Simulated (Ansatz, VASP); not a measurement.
Two plane-wave programs on TaN

```
CELL_PARAMETERS angstrom
5.19600 0.00000 0.00000
-2.59800 4.49987 0.00000
0.00000 0.00000 2.91100
ATOMIC_POSITIONS crystal
Ta 0.33333 0.66667 0.50000
Ta 0.66667 0.33333 0.50000
Ta 0.00000 0.00000 0.00000
N 0.39285 0.00000 0.00000
N 0.60715 0.60715 0.00000
N 0.00000 0.39285 0.00000
```

Alike in both runs: task single point; functional LDA; k mesh 4 × 4 × 6; occupations gaussian, width 0.05 eV; collinear spin; Hubbard terms Ta d U = 2.0 eV.

|  | VASP | Ansatz |
| --- | --- | --- |
| version | VASP 6.6.1 | Ansatz 0.2.0 |
| potentials or method | VASP PAW LDA potentials, release 64 (Ta_pv, N), cutoff 520 eV | scalar-relativistic, plane waves, PAW |
| valence electrons in the cell | 48 | 54 |

|  | VASP | Ansatz | Ansatz less VASP |
| --- | --- | --- | --- |
| gap on the k mesh at the Fermi level (eV) | none | none | - |
| pressure (GPa) | -2.4 | -8.2 | -5.88 |
| traceless stress, the component that is largest in VASP (GPa) | -0.74 | -1.29 | -0.546 |
| rms of the force components (eV/Å) | 0.036 | 0.020 | -0.0160 |
| net moment per atom (μB) | 0.00 | 0.00 | 0.000 |

LDA's correlation is that of Perdew and Zunger in VASP and of Perdew and Wang (1992) in Ansatz. The programs project onto different local orbitals, so the same U acts differently, and such runs can settle in different states. Atom by atom the forces differ by 0.056 eV/Å (rms over components). A gap of «none» marks a metal or a gap that the smearing closes. VASP's potentials hold 48 valence electrons a cell and Ansatz's 54, so a difference there can come from the potentials and not from the codes. Ansatz's warnings: filled band counts differ across k points, seeded moment not kept, specified occupation not kept, symmetry narrowed by occupation matrices.

Neither program's run includes spin-orbit coupling.
